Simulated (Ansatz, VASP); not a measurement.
# One calculation of Os, two programs

```
Os
1.0
     0.00000    2.00335    1.91582
     2.00335    0.00000    1.91582
     2.00335    2.00335    0.00000
Os
1
Direct
  0.00000 0.00000 0.00000
```

Change from the starting cell: strain +0.030 along x and y, -0.015 along z, atoms carried along.

Alike in both runs: task single point; functional r2SCAN; k mesh 20 × 20 × 20; occupations gaussian, width 0.15 eV; no spin polarisation.

```csv
,VASP,Ansatz
version,VASP 6.6.1,Ansatz 0.2.0
potentials or method,"VASP PAW PBE potentials, release 64 (Os), cutoff 520 eV","scalar-relativistic, plane waves, PAW"
valence electrons in the cell,8,16
```

Ansatz gave:

* gap on the k mesh at the Fermi level (eV): none
* pressure (GPa): -29.8
* traceless stress, the component that is largest in VASP (GPa): 8.57

Q: Estimate VASP's values.

A: gap on the k mesh at the Fermi level (eV): none; pressure (GPa): -29.5; traceless stress, the component that is largest in VASP (GPa): 8.50.

VASP's potentials were made for PBE, not for r2SCAN. A gap of «none» marks a metal or a gap that the smearing closes. Both programs put the cell under strong tension, so it lies far from rest at this level. VASP's potentials hold 8 valence electrons a cell and Ansatz's 16, so a difference there can come from the potentials and not from the codes.

Spin-orbit coupling is off throughout.
